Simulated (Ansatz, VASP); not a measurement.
**Two plane-wave programs on Ag**

```
Ag
1.0
     0.00000    2.05221    2.05221
     2.05221    0.00000    2.05221
     2.05221    2.05221    0.00000
Ag
1
Direct
  0.00000 0.00000 0.00000
```

Alike in both runs: task relaxation of cell and atoms; functional r2SCAN; k mesh 22 × 22 × 22; occupations fermi-dirac, width 0.15 eV; no spin polarisation.

```csv
,VASP,Ansatz
version,VASP 6.6.1,Ansatz 0.2.0
potentials or method,"VASP PAW PBE potentials, release 64 (Ag), cutoff 600 eV","scalar-relativistic, plane waves, PAW"
valence electrons in the cell,11,19
```

|  | VASP | Ansatz | Ansatz less VASP |
| --- | --- | --- | --- |
| gap on the k mesh at the Fermi level, each at its own relaxed structure (eV) | none | none | - |
| relaxed volume (Å³/atom) | 17.32 | 17.29 | -0.028 |
| relaxed cell length with the largest relative difference (Å) | 2.904 | 2.903 | -0.0016 |

VASP's potentials were made for PBE, not for r2SCAN. A gap of «none» marks a metal or a gap that the smearing closes. VASP's potentials hold 11 valence electrons a cell and Ansatz's 19, so a difference there can come from the potentials and not from the codes.
